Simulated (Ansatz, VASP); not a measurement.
# Two plane-wave programs on Cu4GePb

Contents of POSCAR:

```
Cu4GePb
1.0
    0.0000000000      3.5440730000      3.5440730000
    3.5440730000      0.0000000000      3.5440730000
    3.5440730000      3.5440730000      0.0000000000
Cu Ge Pb
4 1 1
Direct
    0.6254000000      0.6254000000      0.6254000000
    0.1238000000      0.6254000000      0.6254000000
    0.6254000000      0.6254000000      0.1238000000
    0.6254000000      0.1238000000      0.6254000000
    0.0000000000      0.0000000000      0.0000000000
    0.2500000000      0.2500000000      0.2500000000
```

Contents of INCAR.step1:

```
PREC = Accurate
ENCUT = 520
ISMEAR = -1
SIGMA = 0.1
LREAL = F
LASPH = T
NELM = 80
NBANDS = 45
GGA = PE
ALGO = Normal
EDIFF = 1E-4
LWAVE = T
LCHARG = F
```

Contents of INCAR.step2:

```
PREC = Accurate
ENCUT = 520
EDIFF = 1E-6
ISMEAR = -1
SIGMA = 0.1
LREAL = F
LASPH = T
NELM = 80
ALGO = Normal
ISIF = 2
LWAVE = F
LCHARG = F
METAGGA = R2SCAN
LMIXTAU = T
NBANDS = 45
ISTART = 1
```

File KPOINTS:

```
regular mesh
0
Gamma
  8 8 8
```

Input for Ansatz:

```yaml
crystal:
  lattice:
    - [0.0, 3.544073, 3.544073]
    - [3.544073, 0.0, 3.544073]
    - [3.544073, 3.544073, 0.0]
  atoms:
    - { symbol: Cu, position: [0.6254, 0.6254, 0.6254] }
    - { symbol: Cu, position: [0.1238, 0.6254, 0.6254] }
    - { symbol: Cu, position: [0.6254, 0.6254, 0.1238] }
    - { symbol: Cu, position: [0.6254, 0.1238, 0.6254] }
    - { symbol: Ge, position: [0.0, 0.0, 0.0] }
    - { symbol: Pb, position: [0.25, 0.25, 0.25] }
  symmetry: { tolerance: 0.0003 }
kpoints:
  mp_grid: { grid: [8, 8, 8], shift: [0, 0, 0] }
  band_path:
    path:
      - [0.0, 0.0, 0.0]
      - [-0.5, -0.5, 0.0]
      - [-0.375, -0.375, 0.25]
      - [-0.375, 0.0, 0.375]
      - [0.0, 0.0, 0.0]
      - [0.0, 0.0, 0.5]
      - [-0.5, -0.25, 0.25]
      - [-0.5, -0.5, 0.0]
    npoints: 10
magnetization:
  spin_polarized: false
scf:
  occupations: { method: fermi_dirac }
  lower_state_search: "off"
  max_iter: 200
hamiltonian:
  pseudopotentials: { kind: paw }
  xc: r2scan
basis:
  ecutwfc: 500
  fft_grid_basis: typed
output:
  forces: true
  stress: true
  eigenvalues: true
  bader: true
  populations: true
  elf: true
  write_potential: true
  volumetric_format: npy
  dos:
    e_range: [-12, 8]
    de: 0.05
    projected: { site_lists: { Cu: [Cu], Ge: [Ge], Pb: [Pb] } }
  write_density: true
checkpoint:
  read: saved_state
```

Alike in both runs: task single point; functional r2SCAN; k mesh 8 × 8 × 8; no spin polarisation.

|  | VASP | Ansatz |
| --- | --- | --- |
| version | VASP 6.6.1 | Ansatz 0.2.0 |
| potentials or method | VASP PAW PBE potentials, release 64 (Cu, Ge_d, Pb_d), cutoff 520 eV | PAW plane waves |
| occupations | fermi-dirac, width 0.1 eV | fermi-dirac |
| valence electrons in the cell | 72 | 104 |

Ansatz gave:

- pressure (GPa): 1.8
- rms of the force components (eV/Å): 0.023

Which values does VASP return?

Pressure (GPa): 2.1; rms of the force components (eV/Å): 0.024.

VASP's potentials were made for PBE, not for r2SCAN. Atom by atom the forces differ by 0.001 eV/Å (rms over components). VASP's potentials hold 72 valence electrons a cell and Ansatz's 104, so a difference there can come from the potentials and not from the codes.

Neither program's run includes spin-orbit coupling.
